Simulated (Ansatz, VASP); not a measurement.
Given: the input of a run of VASP 6.6.1 on TiO2.

INCAR

```
  PREC = Accurate
  ENCUT = 520
  EDIFF = 1E-6
  ISMEAR = -1
  SIGMA = 0.05
  LREAL = F
  LASPH = T
  NELM = 100
  ALGO = Normal
  ISIF = 2
  LWAVE = F
  LCHARG = F
  GGA = CA
  NBANDS = 19
```

File KPOINTS:

```
regular mesh
0
Gamma
  10 10 10
```

File POSCAR:

```
TiO2
1.0
    1.4973312015      0.8644845722      6.9815443949
   -1.4973312015      0.8644845722      6.9815443949
    0.0000000000     -1.7289691445      6.9815443949
Ti O
1 2
Direct
    0.0000000000      0.0000000000      0.0000000000
    0.3795330000      0.3795330000      0.3795330000
    0.6204670000      0.6204670000      0.6204670000
```

Potentials or basis: VASP PAW LDA potentials, release 64 (Ti_sv, O).

Launch:

```bash
$ cat potpaw_LDA.64/Ti_sv/POTCAR potpaw_LDA.64/O/POTCAR > POTCAR
$ mpirun -np 1 vasp_std > vasp.out
```

Problem. Set up the same calculation for Ansatz 0.2.0. Potentials there: all-electron LAPW, scalar-relativistic.

Solution. As run (the cutoff follows the program's own potentials):

The input input.yaml:

```yaml
crystal:
  lattice:
    - [1.4973312015, 0.8644845722, 6.9815443949]
    - [-1.4973312015, 0.8644845722, 6.9815443949]
    - [0.0, -1.7289691445, 6.9815443949]
  atoms:
    - { symbol: Ti, position: [0.0, 0.0, 0.0] }
    - { symbol: O, position: [0.379533, 0.379533, 0.379533] }
    - { symbol: O, position: [0.620467, 0.620467, 0.620467] }
kpoints:
  mp_grid: { grid: [10, 10, 10] }
scf:
  occupations: { method: fermi_dirac, width: 0.05 }
hamiltonian:
  xc: lda
  pseudopotentials: { kind: all_electron, lapw: { basis_error: 0.002 } }
output:
  forces: true
  stress: true
  eigenvalues: true
```

Potentials or basis: all-electron LAPW, scalar-relativistic.

Run with:

```sh
$ ansatz run input.yaml --threads 2 --pin off --max-ram 6144MiB --backend cpu --events-out ev --progress --plain --runs-dir out
```

Both were run:

|  | VASP | Ansatz | Ansatz less VASP |
| --- | --- | --- | --- |
| gap on the k mesh at the Fermi level (eV) | 2.60 | 2.62 | +0.025 |
| least direct gap on the mesh (eV) | 2.77 | 2.79 | +0.022 |
| pressure (GPa) | -6.9 | -7.5 | -0.56 |
| traceless stress, the component that is largest in VASP (GPa) | 2.44 | 2.74 | +0.301 |
| rms of the force components (eV/Å) | 0.353 | 0.386 | +0.0327 |

LDA's correlation is that of Perdew and Zunger in VASP and of Perdew and Wang (1992) in Ansatz. Atom by atom the forces differ by 0.033 eV/Å (rms over components). Ansatz ran all-electron here, and VASP with PAW potentials.
